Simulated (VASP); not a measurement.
Input of a VASP 6.6.1 run:

INCAR

```
SYSTEM = GaGeCl5
ALGO     = Normal         ! electronic algorithm
EDIFF    = 1E-6           ! SCF threshold, eV
EDIFFG   = -0.01          ! ionic threshold
ENCUT    = 600            ! plane-wave cutoff, eV
GGA      = PS             ! functional
IBRION   = 2              ! ionic algorithm
ISIF     = 3              ! what is computed and relaxed
ISMEAR   = -1             ! smearing method
LASPH    = .TRUE.         ! aspherical terms in the spheres
LCHARG   = .FALSE.        ! write CHGCAR
LREAL    = .FALSE.        ! projectors in reciprocal space
LWAVE    = .FALSE.        ! write WAVECAR
NELM     = 80             ! most SCF steps
NSW      = 100            ! ionic steps
PREC     = Accurate       ! precision mode
SIGMA    = 0.03           ! smearing width, eV
```

File KPOINTS:

```
k-points
0
G
  4 4 4
  0 0 0
```

Contents of POSCAR:

```
GaGeCl5
1.0
    4.6628833200      0.0000000000      0.0000000000
    0.0000000000      4.6628833200      0.0000000000
    0.0000000000      0.0000000000      8.2552718000
Ga Ge Cl
1 1 5
Direct
    0.5000000000      0.5000000000      0.0000000000
    0.0000000000      0.0000000000      0.5000000000
    0.0000000000      0.5000000000      0.2963546500
    0.0000000000      0.5000000000      0.7036453500
    0.5000000000      0.0000000000      0.2963546500
    0.5000000000      0.0000000000      0.7036453500
    0.0000000000      0.0000000000      0.0000000000
```

Potentials or basis: VASP PAW PBE potentials, release 64 (Ga_d, Ge_d, Cl).

Run with:

```bash
$ cat potpaw_PBE.64/Ga_d/POTCAR potpaw_PBE.64/Ge_d/POTCAR potpaw_PBE.64/Cl/POTCAR > POTCAR
$ mpirun -np 1 vasp_std > vasp.out
```

(1) Predict the relaxed volume.

(2) What does it give for the band gap on the k mesh?

(3) What does it give for the space group after relaxing (to 0.1 Å)?

## Answers

(1) 22.68 Å³/atom.

(2) zero (bands 31 and 32 overlap by 0.68 eV).

(3) P4/mmm (No. 123).

Caveat: the PAW data sets were made with another functional, which shifts forces and pressure a little.
